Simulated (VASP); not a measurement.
Ir:

```
Ir
1.0
     0.00000    1.91560    1.91560
     1.91560    0.00000    1.91560
     1.91560    1.91560    0.00000
Ir
1
Direct
  0.00000 0.00000 0.00000
```

| Property | Result |
| --- | --- |
| Program | VASP 6.6.1 |
| Task | relaxation of cell and atoms |
| Functional | r2SCAN |
| Potentials or basis | VASP PAW PBE potentials, release 64 (Ir) |
| Cutoff | 600 eV |
| k mesh | 9 × 9 × 9 |
| Occupations | fermi-dirac, width 0.1 eV |
| Spin | no spin polarisation |

At the start: pressure 6.2 GPa; volume 14.06 Å³/atom.

Question: Where does the relaxation end?

Answer: Over 4 steps the energy falls by 4.3 meV/atom and the volume is 14.28 Å³/atom (+1.6 %); space group Fm-3m (No. 225, to 0.1 Å) before and after.

Step by step:
```tsv
step	energy change (eV)	largest force (eV/Å)	pressure (GPa)	volume (Å³)
1	0.0000	0.0000	6.25	14.06
2	0.0573	0.0000	-20.05	15.20
3	-0.0043	0.0000	-0.16	14.29
4	-0.0043	0.0000	0.00	14.28
```

Final structure:
```
Ir
1.0
     0.00000    1.92576    1.92576
     1.92576    0.00000    1.92576
     1.92576    1.92576    0.00000
Ir
1
Cartesian
  0.0000 0.0000 0.0000
```

Caveat: the PAW data sets were made with another functional, which shifts forces and pressure a little.
